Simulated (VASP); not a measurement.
## TiB5: relaxation of cell and atoms with PBE

Crystal: TiB5.

```
CELL_PARAMETERS angstrom
0.00000 2.91917 2.91917
2.91917 0.00000 2.91917
2.91917 2.91917 0.00000
ATOMIC_POSITIONS crystal
Ti 0.00000 0.00000 0.00000
B 0.25000 0.25000 0.25000
B 0.12776 0.62408 0.62408
B 0.62408 0.62408 0.62408
B 0.62408 0.62408 0.12776
B 0.62408 0.12776 0.62408
```

```json
{
 "Program": "VASP 6.6.1",
 "Task": "relaxation of cell and atoms",
 "Functional": "PBE",
 "Potentials or basis": "VASP PAW PBE potentials, release 64 (Ti_sv, B)",
 "Cutoff": "600 eV",
 "k mesh": "6 × 6 × 6",
 "Occupations": "gaussian, width 0.1 eV",
 "Spin": "no spin polarisation",
 "Dipole correction": "no",
 "Further INCAR settings": "ALGO = Normal; EDIFF = 1e-07; IBRION = 2; EDIFFG = -0.04; NSW = 90; ISIF = 3"
}
```

```json
{"Relaxed volume": "7.46 Å³/atom", "Relaxed cell": "a = 3.985 Å, b = 3.985 Å, c = 3.985 Å, α = 60.00°, β = 60.00°, γ = 60.00°", "Space group after relaxing (to 0.05 Å)": "F-43m (No. 216)", "Energy gained by relaxing": "71.9 meV/atom", "Ionic steps": "8", "Pressure after relaxing": "0.0 GPa", "Largest force after relaxing": "0.007 eV/Å"}
```

Forces in eV/Å, atoms in the order of the input:
```
Ti   0.000  0.000  0.000
B    0.000  0.000  0.000
B   -0.004  0.004  0.004
B   -0.004 -0.004 -0.004
B    0.004  0.004 -0.004
B    0.004 -0.004  0.004
```

The path:
```csv
step,energy change (eV),largest force (eV/Å),pressure (GPa),volume (Å³)
1,0.0000,0.4846,-20.62,49.75
2,-0.3338,0.2599,12.13,42.46
3,-0.3999,0.3703,0.77,44.36
4,-0.4208,0.2173,0.89,44.42
5,-0.4302,0.0239,1.36,44.48
6,-0.4303,0.0039,1.31,44.48
7,-0.4307,0.0146,-1.00,44.94
8,-0.4313,0.0065,-0.01,44.74
```

Final structure:
```
Ti B
1.0
     0.00000    2.81763    2.81763
     2.81763    0.00000    2.81763
     2.81763    2.81763    0.00000
Ti B
1 5
Direct
  0.00000 0.00000 0.00000
  0.25000 0.25000 0.25000
  0.14445 0.61852 0.61852
  0.61852 0.61852 0.61852
  0.61852 0.61852 0.14445
  0.61852 0.14445 0.61852
```

Levels at points of the mesh, in eV from the Fermi level:
| k point | band 10 | band 11 | band 12 | band 13 | band 14 | band 15 | band 16 | band 17 |
| --- | --- | --- | --- | --- | --- | --- | --- | --- |
| (0.00, 0.00, 0.00) | -3.01 | -3.01 | -2.16 | -1.98 | -1.98 | -1.98 | 3.17 | 3.17 |
| (0.50, 0.00, 0.00) | -3.30 | -3.30 | -1.50 | -0.43 | -0.43 | 2.52 | 3.87 | 3.87 |
| (0.50, 0.50, 0.00) | -5.28 | -0.68 | 0.55 | 0.55 | 1.01 | 2.28 | 3.50 | 3.88 |

Run time: 2.6 min on 1 thread of Intel(R) Xeon(R) Platinum 8488C (Sapphire Rapids), on a shared host, peak memory 0.22 GiB.
